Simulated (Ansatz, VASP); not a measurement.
# ScAl3 in VASP and in Ansatz

File POSCAR:

```
ScAl3
1.0
    4.0898718543      0.0000000000      0.0000000000
    0.0000000000      4.0898718543      0.0000000000
    0.0000000000      0.0000000000      4.0898718543
Sc Al
1 3
Direct
    0.0000000000      0.0000000000      0.0000000000
    0.5000000000      0.0000000000      0.5000000000
    0.0000000000      0.5000000000      0.5000000000
    0.5000000000      0.5000000000      0.0000000000
```

The input INCAR.step1:

```
SYSTEM = ScAl3
PREC     = Accurate       ! precision mode
ENCUT    = 520            ! plane-wave cutoff, eV
ISMEAR   = 0              ! smearing method
SIGMA    = 0.05           ! smearing width, eV
LREAL    = .FALSE.        ! projectors in reciprocal space
LASPH    = .TRUE.         ! aspherical terms in the spheres
NELM     = 100            ! most SCF steps
NBANDS   = 18             ! bands
GGA      = PE             ! functional
ALGO     = Normal         ! electronic algorithm
EDIFF    = 1E-4           ! SCF threshold, eV
LWAVE    = .TRUE.         ! write WAVECAR
LCHARG   = .FALSE.        ! write CHGCAR
```

The input INCAR.step2:

```
SYSTEM = ScAl3
PREC     = Accurate       ! precision mode
ENCUT    = 520            ! plane-wave cutoff, eV
EDIFF    = 1E-7           ! SCF threshold, eV
ISMEAR   = 0              ! smearing method
SIGMA    = 0.05           ! smearing width, eV
LREAL    = .FALSE.        ! projectors in reciprocal space
LASPH    = .TRUE.         ! aspherical terms in the spheres
NELM     = 100            ! most SCF steps
ALGO     = Normal         ! electronic algorithm
ISIF     = 2              ! what is computed and relaxed
LWAVE    = .FALSE.        ! write WAVECAR
LCHARG   = .FALSE.        ! write CHGCAR
METAGGA  = R2SCAN         ! meta-GGA
LMIXTAU  = .TRUE.       
NBANDS   = 18             ! bands
ISTART   = 1
```

Contents of KPOINTS:

```
Automatic mesh
0
G
  10 10 10
  0 0 0
```

Input for Ansatz:

```yaml
crystal:
  lattice:
    - [4.0898718543, 0.0, 0.0]
    - [0.0, 4.0898718543, 0.0]
    - [0.0, 0.0, 4.0898718543]
  atoms:
    - { symbol: Sc, position: [0.0, 0.0, 0.0] }
    - { symbol: Al, position: [0.5, 0.0, 0.5] }
    - { symbol: Al, position: [0.0, 0.5, 0.5] }
    - { symbol: Al, position: [0.5, 0.5, 0.0] }
basis:
  ecutwfc: 500
  ecutrho_ratio: 4
kpoints:
  mp_grid: { grid: [10, 10, 10] }
hamiltonian:
  xc: r2scan
scf:
  occupations: { method: gaussian, width: 0.05 }
output:
  forces: true
  stress: true
  eigenvalues: true
```

Alike in both runs: task single point; functional r2SCAN; k mesh 10 × 10 × 10; occupations gaussian, width 0.05 eV; no spin polarisation.

|  | VASP | Ansatz |
| --- | --- | --- |
| version | VASP 6.6.1 | Ansatz 0.2.0 |
| potentials or method | VASP PAW PBE potentials, release 64 (Sc_sv, Al), cutoff 520 eV | scalar-relativistic, plane waves, PAW |
| valence electrons in the cell | 20 | 20 |

```tsv
	VASP	Ansatz	Ansatz less VASP
gap on the k mesh at the Fermi level (eV)	none	none	-
pressure (GPa)	-0.3	-0.3	0.00
```

VASP's potentials were made for PBE, not for r2SCAN. A gap of «none» marks a metal or a gap that the smearing closes. With one functional, cell and mesh, what is left measures potentials, basis and numerics.
